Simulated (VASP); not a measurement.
# Hf (P6_3/mmc) in VASP: relaxation of shape and atoms at fixed volume with r2SCAN

Aim: the relaxation of shape and atoms at fixed volume of Hf with r2SCAN.

Everything below comes from runs of VASP 6.6.1. Logs are shortened: lines on timing, memory, paths and dates and some standing lists are left out, and cuts for length are marked.

## Step 1: The cell of the first run

It takes space group P6_3/mmc (No. 194, hexagonal). The conventional cell has a = 3.066 Å, b = 3.066 Å, c = 4.834 Å, α = 90.00°, β = 90.00°, γ = 120.00°. Within 3.9 Å of Hf (site symmetry -6m2) lie 12 Hf at 3.00 to 3.07 Å.

## Step 2: Relaxation of shape and atoms at fixed volume, r2SCAN (19.68 Å³/atom)

POSCAR

```
Hf
1.0
    3.0663498480      0.0000000000      0.0000000000
   -1.5331749240      2.6555368653      0.0000000000
    0.0000000000      0.0000000000      4.8343339429
Hf
2
Direct
    0.3333333333      0.6666666667      0.2500000000
    0.6666666667      0.3333333333      0.7500000000
```

INCAR.step1

```
SYSTEM = Hf
PREC = Accurate
ENCUT = 600
ISMEAR = 0
SIGMA = 0.05
LREAL = .False.
LASPH = .True.
NELM = 60
GGA = PE
ALGO = Normal
EDIFF = 1E-4
LWAVE = .True.
LCHARG = .False.
```

INCAR.step2

```
SYSTEM = Hf
PREC = Accurate
ENCUT = 600
EDIFF = 1E-6
ISMEAR = 0
SIGMA = 0.05
LREAL = .False.
LASPH = .True.
NELM = 60
ALGO = Normal
ISIF = 4
LWAVE = .False.
LCHARG = .False.
METAGGA = R2SCAN
LMIXTAU = .True.
IBRION = 2
NSW = 60
EDIFFG = -0.01
ISTART = 1
```

KPOINTS

```
Automatic mesh
0
Gamma
  16 16 10
  0 0 0
```

Potentials or basis: VASP PAW PBE potentials, release 64 (Hf_pv).

Launch:

```console
> cat potpaw_PBE.64/Hf_pv/POTCAR > POTCAR
> cp INCAR.step1 INCAR
> mpirun -np 1 vasp_std > vasp.out
> cp INCAR.step2 INCAR
> mpirun -np 1 vasp_std > vasp.out
```

OUTCAR:

```text
SYSTEM = Hf
   PREC = Accurate
   ENCUT = 600
   EDIFF = 1E-6
   ISMEAR = 0
   LREAL = .False.
   LASPH = .True.
   NELM = 60
   ISIF = 4
   METAGGA = R2SCAN
   IBRION = 2
   NSW = 60
   EDIFFG = -0.01
   ISTART = 1

 ion  position               nearest neighbor table
   1  0.333  0.667  0.250-   2 3.00   2 3.00   2 3.00   2 3.00   2 3.00   2 3.00
   2  0.667  0.333  0.750-   1 3.00   1 3.00   1 3.00   1 3.00   1 3.00   1 3.00

  LATTYP: Found a hexagonal cell.
 ALAT       =     3.0663498480
 C/A-ratio  =     1.5765761190

  Lattice vectors:

 A1 = (   3.0663498480,   0.0000000000,   0.0000000000)
 A2 = (  -1.5331749240,   2.6555368653,   0.0000000000)
 A3 = (   0.0000000000,   0.0000000000,   4.8343339429)

Analysis of symmetry for initial positions (statically):
=====================================================================
 Subroutine PRICEL returns:
 Original cell was already a primitive cell.

 Routine SETGRP: Setting up the symmetry group for a
 hexagonal supercell.

 Subroutine GETGRP returns: Found 24 space group operations
 (whereof 12 operations were pure point group operations)
 out of a pool of 24 trial point group operations.

The static configuration has the point symmetry D_3d.
 The point group associated with its full space group is D_6h.

Analysis of symmetry for dynamics (positions and initial velocities):
=====================================================================
 Subroutine PRICEL returns:
 Original cell was already a primitive cell.

 Routine SETGRP: Setting up the symmetry group for a
 hexagonal supercell.

 Subroutine GETGRP returns: Found 24 space group operations
 (whereof 12 operations were pure point group operations)
 out of a pool of 24 trial point group operations.

The dynamic configuration has the point symmetry D_3d.
 The point group associated with its full space group is D_6h.

 Subroutine INISYM returns: Found 24 space group operations
 (whereof 12 operations are pure point group operations),
 and found     1 'primitive' translations

----------------------------------------------------------------------------------------

                                     Primitive cell

  volume of cell :      39.3650

  direct lattice vectors                    reciprocal lattice vectors
     3.066349848  0.000000000  0.000000000     0.326120648  0.188285844  0.000000000
    -1.533174924  2.655536865  0.000000000     0.000000000  0.376571688  0.000000000
     0.000000000  0.000000000  4.834333943     0.000000000  0.000000000  0.206853728

  length of vectors
     3.066349848  3.066349848  4.834333943     0.376571688  0.376571688  0.206853728

  position of ions in fractional coordinates (direct lattice)
     0.333333333  0.666666667  0.250000000
     0.666666667  0.333333333  0.750000000

  ion indices of the primitive-cell ions
   primitive index   ion index
                 1           1
                 2           2

----------------------------------------------------------------------------------------

 KPOINTS: Automatic mesh

Automatic generation of k-mesh.
 Grid dimensions read from file:
 generate k-points for:   16   16   10

 Generating k-lattice:

  Cartesian coordinates                     Fractional coordinates (reciprocal lattice)
     0.020382541  0.011767865  0.000000000     0.062500000  0.000000000  0.000000000
     0.000000000  0.023535731  0.000000000     0.000000000  0.062500000  0.000000000
     0.000000000  0.000000000  0.020685373     0.000000000  0.000000000  0.100000000

  Length of vectors
     0.023535731  0.023535731  0.020685373

  Shift w.r.t. Gamma in fractional coordinates (k-lattice)
     0.000000000  0.000000000  0.000000000

 Subroutine IBZKPT returns following result:
 ===========================================

 Found    180 irreducible k-points:

 Following reciprocal coordinates:
            Coordinates               Weight
  0.000000  0.000000  0.000000      1.000000
  0.062500  0.000000  0.000000      6.000000
  0.125000  0.000000  0.000000      6.000000
  0.187500  0.000000  0.000000      6.000000
  0.250000  0.000000  0.000000      6.000000
  0.312500 -0.000000  0.000000      6.000000
[... 16 lines left out ...]
  0.187500  0.187500  0.000000      6.000000
  0.250000  0.187500  0.000000     12.000000
 [... further k-points ...]
   k-points           NKPTS =    180   k-points in BZ     NKDIM =    180   number of bands    NBANDS=     14
   number of dos      NEDOS =    301   number of ions     NIONS =      2
   total plane-waves  NPLWV =  23040
   dimension x,y,z NGX =    24 NGY =   24 NGZ =   40
   dimension x,y,z NGXF=    48 NGYF=   48 NGZF=   80
   ions per type =               2
   NGX,Y,Z   is equivalent  to a cutoff of  13.01, 13.01, 13.76 a.u.
   NGXF,Y,Z  is equivalent  to a cutoff of  26.02, 26.02, 27.51 a.u.
 SYSTEM =  Hf
   PREC   = accura    normal or accurate (medium, high low for compatibility)
   ISTART =      1    job   : 0-new  1-cont  2-samecut
   ICHARG =      0    charge: 1-file 2-atom 10-const
   ISPIN  =      1    spin polarized calculation?
   LNONCOLLINEAR =      F non collinear calculations
   LSORBIT =      F    spin-orbit coupling
   LASPH  =      T    aspherical Exc in radial PAW
   ENCUT  =  600.0 eV  44.10 Ry    6.64 a.u.   6.12  6.12  9.66*2*pi/ulx,y,z
   NELM   =     60;   NELMIN=  2; NELMDL=  0     # of ELM steps
   EDIFF  = 0.1E-05   stopping-criterion for ELM
   LREAL  =      F    real-space projection
   EDIFFG = -.1E-01   stopping-criterion for IOM
   NSW    =     60    number of steps for IOM
   IBRION =      2    ionic relax: 0-MD 1-quasi-New 2-CG
   NFREE  =      1    steps in history (QN), initial steepest desc. (CG)
   ISIF   =      4    stress and relaxation
   ISYM   =      2    0-nonsym 1-usesym 2-fastsym
   POTIM  = 0.5000    time-step for ionic-motion
   TEBEG  =    0.0;   TEEND  =   0.0 temperature during run
   PSTRESS=    0.0 pullay stress
   NELECT =      20.0000    total number of electrons
   NUPDOWN=      -1.0000    fix difference up-down
   EMIN   =  10.00;   EMAX   =-10.00  energy-range for DOS
   EFERMI =   0.00;   METHOD = LEGACY
   ISMEAR =     0;   SIGMA  =   0.05  broadening in eV -4-tet -1-fermi 0-gaus
   EFERMI_NEDOS =   21; number of points for ismear=-14 and -15
   IALGO  =     38    algorithm
   IMIX   =      4    mixing-type and parameters
     AMIX     =   0.40;   BMIX     =  1.00
     AMIX_MAG =   1.60;   BMIX_MAG =  1.00
  volume/ion in A,a.u.               =      19.68       132.82
  Fermi-wavevector in a.u.,A,eV,Ry     =   1.306315  2.468578 23.217785  1.706459
  Thomas-Fermi vector in A             =   2.437125
   LORBIT       =      0    0 simple, 1 ext, 2 COOP (PROOUT), +10 PAW based schemes
   METAGGA = R2SCAN    functional components
   LHFCALC =     F    Hartree Fock is set to
   AEXX    =    0.0000 exact exchange contribution
   IVDW    =     0    specifies the selected vdW correction
   LEPSILON=     F    determine dielectric tensor
   LRPA    =     F    only Hartree local field effects (RPA)
 conjugate gradient relaxation of ions
 non-spin polarized calculation
 Gauss-broadening in eV      SIGMA  =   0.05
  energy-cutoff  :      600.00
  volume of cell :       39.37
 maximum number of plane-waves:      1330
   NGX = 13   NGY = 13   NGZ = 19

 number of electron      20.0000003 magnetization

 Free energy of the ion-electron system (eV)
  ---------------------------------------------------
  ext. energy  EPLUGINS =         0.00000000
  ---------------------------------------------------
  free energy    TOTEN  =       -90.05826476 eV

  energy without entropy =      -90.05657492  energy(sigma->0) =      -90.05741984

 E-fermi :   5.7579     XC(G=0): -12.8158

 val. band max:        5.7567544543   @ k =   0.3125   0.1875   0.5000
 cond. band min:       5.7675092580   @ k =   0.3750   0.1875   0.3000
 fundamental gap:      0.0107548037
 Fermi energy:         5.7579071992

 k-point     1 :       0.0000    0.0000    0.0000
  band No.  band energies     occupation
      1     -26.4632      2.00000
      2     -25.3000      2.00000
      3     -25.3000      2.00000
      4     -25.1068      2.00000
      5     -25.1068      2.00000
      6     -25.1006      2.00000
      7      -2.4081      2.00000
      8       1.4794      2.00000
      9       6.7516      0.00000
     10       7.0892      0.00000
     11       7.0892      0.00000
     12       7.5048      0.00000
     13       8.1386      0.00000
     14       8.1386      0.00000

 k-point     2 :       0.0625    0.0000    0.0000
  band No.  band energies     occupation
      1     -26.4473      2.00000
      2     -25.3348      2.00000
      3     -25.3117      2.00000
      4     -25.1438      2.00000
      5     -25.1109      2.00000
      6     -25.1078      2.00000
      7      -2.2647      2.00000
      8       1.6160      2.00000
      9       6.5395      0.00000
     10       6.6904      0.00000
     11       7.2235      0.00000
     12       7.8026      0.00000
     13       7.9869      0.00000
     14       8.2659      0.00000

 k-point     3 :       0.1250    0.0000    0.0000
  band No.  band energies     occupation
      1     -26.4007      2.00000
      2     -25.4339      2.00000
      3     -25.3440      2.00000
      4     -25.2467      2.00000
      5     -25.1295      2.00000
      6     -25.1233      2.00000
      7      -1.8489      2.00000
      8       1.9983      2.00000
      9       5.9804      0.00000
     10       6.0596      0.00000
     11       7.5619      0.00000
     12       7.6223      0.00000
     13       8.2714      0.00000
     14       8.3278      0.00000
[... 324 lines left out ...]
 k-point    23 :       0.1875    0.1875    0.0000
  band No.  band energies     occupation
      1     -26.0967      2.00000
      2     -25.8390      2.00000
      3     -25.8226      2.00000
      4     -25.4862      2.00000
      5     -25.2961      2.00000
      6     -25.2944      2.00000
      7       0.7743      2.00000
      8       3.7548      2.00000
      9       3.8879      2.00000
     10       4.2183      2.00000
     11       6.4602      0.00000
     12       6.7343      0.00000
     13       7.6760      0.00000
     14       9.6857      0.00000

 k-point    24 :       0.2500    0.1875    0.0000
  band No.  band energies     occupation
      1     -25.9918      2.00000
      2     -25.9673      2.00000
      3     -25.8731      2.00000
      4     -25.5687      2.00000
      5     -25.3655      2.00000
      6     -25.3536      2.00000
      7       1.6280      2.00000
      8       3.4903      2.00000
      9       3.6974      2.00000
     10       4.2223      2.00000
     11       6.2409      0.00000
     12       7.0544      0.00000
     13       7.3220      0.00000
     14      10.2541      0.00000

 [... further k-points ...]

------------------------ aborting loop because EDIFF is reached ----------------------------------------

  FORCE on cell =-STRESS in cart. coord.  units (eV):
  Direction    XX          YY          ZZ          XY          YZ          ZX
  --------------------------------------------------------------------------------------
  -------------------------------------------------------------------------------------
  Total        4.1096974      4.1096974      4.1222684      0.0000000      0.0000000     -0.0000000
  in kB      167.2667989    167.2667990    167.7784425      0.0000000      0.0000000     -0.0000000
  external PRESSURE =     167.4373468 kB  Pullay stress =       0.0000000 kB

 VOLUME and BASIS-vectors are now :
 -----------------------------------------------------------------------------
  energy-cutoff  :      600.00
  volume of cell :       39.37
      direct lattice vectors                 reciprocal lattice vectors
     3.066349848  0.000000000  0.000000000     0.326120648  0.188285844  0.000000000
    -1.533174924  2.655536865  0.000000000     0.000000000  0.376571688  0.000000000
     0.000000000  0.000000000  4.834333943     0.000000000  0.000000000  0.206853728

 POSITION                                       TOTAL-FORCE (eV/Angst)
 -----------------------------------------------------------------------------------
     -0.00000      1.77036      1.20858        -0.000000      0.000000      0.000000
      1.53317      0.88518      3.62575         0.000000     -0.000000      0.000000
 -----------------------------------------------------------------------------------
    total drift:                               -0.000000      0.000000     -0.000000

  FREE ENERGIE OF THE ION-ELECTRON SYSTEM (eV)
  ---------------------------------------------------
  free  energy   TOTEN  =       -90.0582647636 eV

  energy  without entropy=      -90.0565749157  energy(sigma->0) =      -90.05741984

 reached required accuracy - stopping structural energy minimisation
```

Run time: 6.3 min. Hardware: 1 thread of Intel Xeon 8259CL, shared host; peak memory 0.22 GiB.

Results:

```yaml
Free_energy: -90.0583 eV
Pressure_after_relaxing: 16.7 GPa
Band_gap_on_the_k_mesh: zero (bands 10 and 11 overlap by 1.75 eV)
```

Final structure:
```
Hf
1.0
     3.06635    0.00000    0.00000
    -1.53317    2.65554    0.00000
     0.00000    0.00000    4.83433
Hf
2
Direct
  0.33333 0.66667 0.25000
  0.66667 0.33333 0.75000
```

Levels at points of the mesh, in eV from the Fermi level:
| k point | band 7 | band 8 | band 9 | band 10 | band 11 | band 12 | band 13 | band 14 |
| --- | --- | --- | --- | --- | --- | --- | --- | --- |
| (0.00, 0.00, 0.00) | -8.17 | -4.28 | 0.99 | 1.33 | 1.33 | 1.75 | 2.38 | 2.38 |
| (0.50, 0.00, 0.00) | -3.71 | -3.39 | -2.78 | -0.75 | 0.90 | 1.14 | 2.11 | 7.08 |
| (0.00, 0.00, 0.50) | -5.84 | -5.84 | 0.12 | 0.12 | 1.22 | 1.22 | 1.22 | 1.22 |
| (0.50, 0.00, 0.50) | -3.98 | -3.98 | -1.25 | -1.25 | 1.58 | 1.58 | 3.16 | 3.16 |

Caveat: the PAW data sets were made with another functional, which shifts forces and pressure a little; spin-orbit coupling is left out, which moves the levels of the heavy elements.
